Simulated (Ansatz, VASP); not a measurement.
One calculation of SiO2, two programs

```xyz
6
Lattice="-2.3740 2.3740 3.7440 2.3740 -2.3740 3.7440 2.3740 2.3740 -3.7440" Properties=species:S:1:pos:R:3 pbc="T T T"
Si    0.0000    0.0000    0.0000
Si    0.0000    2.3740    1.8720
O     1.1870    2.9599    2.8080
O     0.5858    1.1870    0.9360
O    -1.1870    1.7882    2.8080
O    -0.5858    3.5611    0.9360
```

Alike in both runs: task single point; functional BLYP; k mesh 6 × 6 × 6; no spin polarisation.

|  | VASP | Ansatz |
| --- | --- | --- |
| version | VASP 6.6.1 | Ansatz 0.2.0 |
| potentials or method | VASP PAW PBE potentials, release 64 (Si, O) | plane waves, PAW |
| plane-wave cutoff (eV) | 520 | 420 |
| occupations | gaussian, width 0.01 eV | fixed |
| valence electrons in the cell | 32 | 32 |

Ansatz gave:

* pressure (GPa): 4.8
* traceless stress, the component that is largest in VASP (GPa): -1.22

Q: What did VASP give for the same quantities?

A: Pressure (GPa): 5.6; traceless stress, the component that is largest in VASP (GPa): -1.16.

VASP's potentials were made for PBE, not for BLYP.
